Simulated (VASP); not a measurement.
Here is a VASP 6.6.1 calculation.

The input INCAR:

```
ALGO = Normal
EDIFF = 1E-8
ENCUT = 400
GGA = PE
GGA_COMPAT = F
ISIF = 2
ISMEAR = -1
LASPH = T
LCHARG = F
LEFG = T
LMAXMIX = 4
LORBIT = 11
LORBMOM = T
LREAL = F
LSORBIT = T
LWAVE = F
MAGMOM = 0 0 0 0 0 0
NBANDS = 30
NELM = 200
PREC = Accurate
SIGMA = 0.03
```

Contents of KPOINTS:

```
k-points
0
Gamma
  10 10 10
```

File POSCAR:

```
TiTe
1.0
    0.0000000000      3.1251196783      3.1251196783
    3.1251196783      0.0000000000      3.1251196783
    3.1251196783      3.1251196783      0.0000000000
Ti Te
1 1
Direct
    0.0000000000      0.0000000000      0.0000000000
    0.2500000000      0.2500000000      0.2500000000
```

Potentials or basis: VASP PAW PBE potentials, release 64 (Ti_sv, Te).

Run with:

```sh
$ cat potpaw_PBE.64/Ti_sv/POTCAR potpaw_PBE.64/Te/POTCAR > POTCAR
$ mpirun -np 1 vasp_ncl > vasp.out
```

Q: What does it give for the pressure?

A: -0.1 GPa.

Q: Predict the net moment.

A: 0.00 μB per cell.

Moments on the atoms (μB; x, y, z):
```
Ti  0.00 0.00 0.00
Te  0.00 0.00 0.00
```
